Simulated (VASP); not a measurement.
# Sb (P6/mmm) in VASP: relaxation of cell and atoms with PBE

Aim: the relaxation of cell and atoms of Sb with PBE.

All numbers are computed with VASP 6.6.1; they aren't measurements. Logs are shortened: lines on timing, memory, paths and dates and some standing lists are left out, and cuts for length are marked.

**1. The cell of the first run**

The structure is hexagonal, space group P6/mmm (No. 191). The conventional cell has a = 5.388 Å, b = 5.388 Å, c = 3.341 Å, α = 90.00°, β = 90.00°, γ = 120.00°. Sb (site symmetry 6/mmm) has 14 Sb at 3.34 to 3.53 Å within 4.4 Å. Sb (site symmetry -6m2) has 11 Sb at 3.11 to 3.53 Å within 4.1 Å.

**2. Relaxation of cell and atoms, PBE**

Contents of INCAR:

```
SYSTEM = Sb
  PREC = Accurate
  ENCUT = 600
  EDIFF = 1E-7
  ISMEAR = -1
  SIGMA = 0.1
  LREAL = .FALSE.
  LASPH = .TRUE.
  NELM = 80
  ALGO = Normal
  ISIF = 3
  LWAVE = .FALSE.
  LCHARG = .FALSE.
  GGA = PE
  IBRION = 2
  NSW = 60
  EDIFFG = -0.005
```

Contents of KPOINTS:

```
regular mesh
0
G
  7 7 9
  0 0 0
```

Contents of POSCAR:

```
Sb
1.0
    5.3883068740      0.0000000000      0.0000000000
   -2.6941534370      4.6664106362      0.0000000000
    0.0000000000      0.0000000000      3.3407502618
Sb
3
Direct
    0.0000000000      0.0000000000      0.0000000000
    0.3333333333      0.6666666667      0.5000000000
    0.6666666667      0.3333333333      0.5000000000
```

Potentials or basis: VASP PAW PBE potentials, release 64 (Sb).

Launch:

```console
$ cat potpaw_PBE.64/Sb/POTCAR > POTCAR
$ mpirun -np 1 vasp_std > vasp.out
```

OUTCAR:

```text
SYSTEM = Sb
   PREC = Accurate
   ENCUT = 600
   EDIFF = 1E-7
   ISMEAR = -1
   LREAL = .FALSE.
   LASPH = .TRUE.
   NELM = 80
   ISIF = 3
   GGA = PE
   IBRION = 2
   NSW = 60
   EDIFFG = -0.005

 ion  position               nearest neighbor table
   1  0.000  0.000  0.000-   2 3.53   3 3.53   2 3.53   3 3.53   2 3.53   2 3.53   3 3.53   3 3.53
                             3 3.53   3 3.53   2 3.53   2 3.53
   2  0.333  0.667  0.500-   3 3.11   3 3.11   3 3.11   1 3.53   1 3.53   1 3.53   1 3.53   1 3.53
                             1 3.53
   3  0.667  0.333  0.500-   2 3.11   2 3.11   2 3.11   1 3.53   1 3.53   1 3.53   1 3.53   1 3.53
                             1 3.53

  LATTYP: Found a hexagonal cell.
 ALAT       =     5.3883068740
 C/A-ratio  =     0.6200000000

  Lattice vectors:

 A1 = (   5.3883068740,   0.0000000000,   0.0000000000)
 A2 = (  -2.6941534370,   4.6664106362,   0.0000000000)
 A3 = (   0.0000000000,   0.0000000000,   3.3407502618)

Analysis of symmetry for initial positions (statically):
=====================================================================
 Subroutine PRICEL returns:
 Original cell was already a primitive cell.

 Routine SETGRP: Setting up the symmetry group for a
 hexagonal supercell.

 Subroutine GETGRP returns: Found 24 space group operations
 (whereof 24 operations were pure point group operations)
 out of a pool of 24 trial point group operations.

The static configuration has the point symmetry D_6h.

Analysis of symmetry for dynamics (positions and initial velocities):
=====================================================================
 Subroutine PRICEL returns:
 Original cell was already a primitive cell.

 Routine SETGRP: Setting up the symmetry group for a
 hexagonal supercell.

 Subroutine GETGRP returns: Found 24 space group operations
 (whereof 24 operations were pure point group operations)
 out of a pool of 24 trial point group operations.

The dynamic configuration has the point symmetry D_6h.

 Subroutine INISYM returns: Found 24 space group operations
 (whereof 24 operations are pure point group operations),
 and found     1 'primitive' translations

----------------------------------------------------------------------------------------

                                     Primitive cell

  volume of cell :      84.0000

  direct lattice vectors                    reciprocal lattice vectors
     5.388306874  0.000000000  0.000000000     0.185587054  0.107148736  0.000000000
    -2.694153437  4.666410636  0.000000000     0.000000000  0.214297471  0.000000000
     0.000000000  0.000000000  3.340750262     0.000000000  0.000000000  0.299333958

  length of vectors
     5.388306874  5.388306874  3.340750262     0.214297471  0.214297471  0.299333958

  position of ions in fractional coordinates (direct lattice)
     0.000000000  0.000000000  0.000000000
     0.333333333  0.666666667  0.500000000
     0.666666667  0.333333333  0.500000000

  ion indices of the primitive-cell ions
   primitive index   ion index
                 1           1
                 2           2
                 3           3

----------------------------------------------------------------------------------------

 KPOINTS: regular mesh

Automatic generation of k-mesh.
 Grid dimensions read from file:
 generate k-points for:    7    7    9

 Generating k-lattice:

  Cartesian coordinates                     Fractional coordinates (reciprocal lattice)
     0.026512436  0.015306962  0.000000000     0.142857143  0.000000000  0.000000000
     0.000000000  0.030613924  0.000000000     0.000000000  0.142857143  0.000000000
     0.000000000  0.000000000  0.033259329     0.000000000  0.000000000  0.111111111

  Length of vectors
     0.030613924  0.030613924  0.033259329

  Shift w.r.t. Gamma in fractional coordinates (k-lattice)
     0.000000000  0.000000000  0.000000000

 Subroutine IBZKPT returns following result:
 ===========================================

 Found     40 irreducible k-points:

 Following reciprocal coordinates:
            Coordinates               Weight
  0.000000  0.000000  0.000000      1.000000
  0.142857 -0.000000  0.000000      6.000000
  0.285714  0.000000  0.000000      6.000000
  0.428571  0.000000  0.000000      6.000000
  0.142857  0.142857  0.000000      6.000000
  0.285714  0.142857  0.000000     12.000000
[... 16 lines left out ...]
  0.428571  0.142857  0.222222     12.000000
  0.285714  0.285714  0.222222     12.000000
 [... further k-points ...]
   k-points           NKPTS =     40   k-points in BZ     NKDIM =     40   number of bands    NBANDS=     11
   number of dos      NEDOS =    301   number of ions     NIONS =      3
   total plane-waves  NPLWV =  64512
   dimension x,y,z NGX =    48 NGY =   48 NGZ =   28
   dimension x,y,z NGXF=    96 NGYF=   96 NGZF=   56
   ions per type =               3
   NGX,Y,Z   is equivalent  to a cutoff of  14.81, 14.81, 13.93 a.u.
   NGXF,Y,Z  is equivalent  to a cutoff of  29.62, 29.62, 27.87 a.u.
 SYSTEM =  Sb
   PREC   = accura    normal or accurate (medium, high low for compatibility)
   ISTART =      0    job   : 0-new  1-cont  2-samecut
   ICHARG =      2    charge: 1-file 2-atom 10-const
   ISPIN  =      1    spin polarized calculation?
   LNONCOLLINEAR =      F non collinear calculations
   LSORBIT =      F    spin-orbit coupling
   LASPH  =      T    aspherical Exc in radial PAW
   ENCUT  =  600.0 eV  44.10 Ry    6.64 a.u.  10.76 10.76  6.67*2*pi/ulx,y,z
   NELM   =     80;   NELMIN=  2; NELMDL= -5     # of ELM steps
   EDIFF  = 0.1E-06   stopping-criterion for ELM
   LREAL  =      F    real-space projection
   EDIFFG = -.5E-02   stopping-criterion for IOM
   NSW    =     60    number of steps for IOM
   IBRION =      2    ionic relax: 0-MD 1-quasi-New 2-CG
   NFREE  =      1    steps in history (QN), initial steepest desc. (CG)
   ISIF   =      3    stress and relaxation
   ISYM   =      2    0-nonsym 1-usesym 2-fastsym
   POTIM  = 0.5000    time-step for ionic-motion
   TEBEG  =    0.0;   TEEND  =   0.0 temperature during run
   PSTRESS=    0.0 pullay stress
   NELECT =      15.0000    total number of electrons
   NUPDOWN=      -1.0000    fix difference up-down
   EMIN   =  10.00;   EMAX   =-10.00  energy-range for DOS
   EFERMI =   0.00;   METHOD = LEGACY
   ISMEAR =    -1;   SIGMA  =   0.10  broadening in eV -4-tet -1-fermi 0-gaus
   EFERMI_NEDOS =   21; number of points for ismear=-14 and -15
   IALGO  =     38    algorithm
   IMIX   =      4    mixing-type and parameters
     AMIX     =   0.40;   BMIX     =  1.00
     AMIX_MAG =   1.60;   BMIX_MAG =  1.00
  volume/ion in A,a.u.               =      28.00       188.95
  Fermi-wavevector in a.u.,A,eV,Ry     =   0.921889  1.742118 11.563320  0.849880
  Thomas-Fermi vector in A             =   2.047356
   LORBIT       =      0    0 simple, 1 ext, 2 COOP (PROOUT), +10 PAW based schemes
   GGA     = PE    functional components
   LHFCALC =     F    Hartree Fock is set to
   AEXX    =    0.0000 exact exchange contribution
   IVDW    =     0    specifies the selected vdW correction
   LEPSILON=     F    determine dielectric tensor
   LRPA    =     F    only Hartree local field effects (RPA)
 conjugate gradient relaxation of ions
 non-spin polarized calculation
  energy-cutoff  :      600.00
  volume of cell :       84.00
 maximum number of plane-waves:      2833
 NGX is ok and might be reduce to    48
   NGX = 21   NGY = 21   NGZ = 13

--------------------------------------- Ionic step        1  -------------------------------------------

 number of electron      15.0000000 magnetization

 Free energy of the ion-electron system (eV)
  ---------------------------------------------------
  ext. energy  EPLUGINS =         0.00000000
  ---------------------------------------------------
  free energy    TOTEN  =       -11.68771156 eV

  energy without entropy =      -11.62607168  energy(sigma->0) =      -11.65689162

------------------------ aborting loop because EDIFF is reached ----------------------------------------

  FORCE on cell =-STRESS in cart. coord.  units (eV):
  Direction    XX          YY          ZZ          XY          YZ          ZX
  --------------------------------------------------------------------------------------
  -------------------------------------------------------------------------------------
  Total       -0.1611923     -0.1611923     -1.1955637      0.0000000      0.0000000      0.0000000
  in kB       -3.0745070     -3.0745070    -22.8036307      0.0000000      0.0000000      0.0000000
  external PRESSURE =      -9.6508816 kB  Pullay stress =       0.0000000 kB
[... 92 lines left out ...]
  FREE ENERGIE OF THE ION-ELECTRON SYSTEM (eV)
  ---------------------------------------------------
  free  energy   TOTEN  =       -11.7017648237 eV

  energy  without entropy=      -11.6404519399  energy(sigma->0) =      -11.67110838

[... ionic steps 4 to 8 ...]

--------------------------------------- Ionic step        9  -------------------------------------------

 number of electron      15.0000000 magnetization

------------------------ aborting loop because EDIFF is reached ----------------------------------------

  FORCE on cell =-STRESS in cart. coord.  units (eV):
  Direction    XX          YY          ZZ          XY          YZ          ZX
  --------------------------------------------------------------------------------------
  -------------------------------------------------------------------------------------
  Total        0.0202617      0.0202617     -0.0089768      0.0000000     -0.0000000      0.0000000
  in kB        0.3927334      0.3927334     -0.1739986      0.0000000     -0.0000000      0.0000000
  external PRESSURE =       0.2038227 kB  Pullay stress =       0.0000000 kB
[... 59 lines left out ...]
  energy  without entropy=      -11.6468604290  energy(sigma->0) =      -11.67983880

--------------------------------------- Ionic step       11  -------------------------------------------

 number of electron      15.0000000 magnetization

 Free energy of the ion-electron system (eV)
  ---------------------------------------------------
  ext. energy  EPLUGINS =         0.00000000
  ---------------------------------------------------
  free energy    TOTEN  =       -11.71282514 eV

  energy without entropy =      -11.64677822  energy(sigma->0) =      -11.67980168

 E-fermi :   8.1917     XC(G=0): -10.1174

 val. band max:        8.1570781439   @ k =   0.4286   0.0000   0.1111
 cond. band min:       8.1984880974   @ k =   0.2857   0.0000   0.2222
 fundamental gap:      0.0414099535
 Fermi energy:         8.1916506992

 k-point     1 :       0.0000    0.0000    0.0000
  band No.  band energies     occupation
      1      -4.5534      2.00000
      2      -0.1533      2.00000
      3       0.0499      2.00000
      4       4.2644      2.00000
      5       4.2644      2.00000
      6       4.5164      2.00000
      7       4.5164      2.00000
      8       9.9871      0.00000
      9      13.2846      0.00000
     10      13.8757      0.00000
     11      13.9034      0.00000
[... 309 lines left out ...]
 k-point    24 :       0.2857    0.2857    0.2222
  band No.  band energies     occupation
      1      -2.2907      2.00000
      2      -1.4731      2.00000
      3      -1.4029      2.00000
      4       4.9632      2.00000
      5       5.5727      2.00000
      6       6.8452      2.00000
      7       7.3531      1.99954
      8       7.9311      1.86249
      9       8.5615      0.04830
     10      10.8384      0.00000
     11      10.8449      0.00000

 [... further k-points ...]
[... 5 lines left out ...]
  --------------------------------------------------------------------------------------
  -------------------------------------------------------------------------------------
  Total        0.0036208      0.0036208     -0.0023711      0.0000000      0.0000000      0.0000000
  in kB        0.0701593      0.0701593     -0.0459429      0.0000000      0.0000000      0.0000000
  external PRESSURE =       0.0314586 kB  Pullay stress =       0.0000000 kB
[... 18 lines left out ...]
  FREE ENERGIE OF THE ION-ELECTRON SYSTEM (eV)
  ---------------------------------------------------
  free  energy   TOTEN  =       -11.7128251441 eV

  energy  without entropy=      -11.6467782181  energy(sigma->0) =      -11.67980168

 reached required accuracy - stopping structural energy minimisation
```

Run time: 3.7 min. Hardware: 1 thread of Intel Xeon Platinum 8259CL at 2.50GHz (Skylake/Cascade Lake), shared host; peak memory 0.25 GiB.

Results:

```yaml
Free_energy: -11.7128 eV
Relaxed_volume: 27.56 Å³/atom
Relaxed_cell: a = 5.451 Å, b = 5.451 Å, c = 3.214 Å, α = 90.00°, β = 90.00°, γ = 120.00°
Space_group_after_relaxing_to_0.05_Å: P6/mmm (No. 191)
Energy_gained_by_relaxing: 8.4 meV/atom
Ionic_steps: 11
Pressure_after_relaxing: 0.0 GPa
```

Step by step:
| step | energy change (eV) | largest force (eV/Å) | pressure (GPa) | volume (Å³) |
| --- | --- | --- | --- | --- |
| 1 | 0.0000 | 0.0000 | -0.97 | 84.00 |
| 2 | -0.0138 | 0.0000 | 0.43 | 81.96 |
| 3 | -0.0141 | 0.0000 | 0.63 | 81.71 |
| 4 | -0.0226 | 0.0000 | 0.38 | 82.11 |
| 5 | -0.0239 | 0.0000 | 0.17 | 82.51 |
| 6 | -0.0248 | 0.0000 | 0.26 | 82.34 |
| 7 | -0.0249 | 0.0000 | 0.24 | 82.36 |
| 8 | -0.0250 | 0.0000 | -0.16 | 82.90 |
| 9 | -0.0251 | 0.0000 | 0.02 | 82.66 |
| 10 | -0.0251 | 0.0000 | 0.02 | 82.67 |
| 11 | -0.0251 | 0.0000 | 0.00 | 82.69 |

Final structure:
```
Sb
1.0
     5.45057    0.00000    0.00000
    -2.72529    4.72034    0.00000
     0.00000    0.00000    3.21381
Sb
3
Cartesian
  0.0000 0.0000 0.0000
  0.0000 3.1469 1.6069
  2.7253 1.5734 1.6069
```

Caveat: spin-orbit coupling is left out, which moves the levels of the heavy elements.
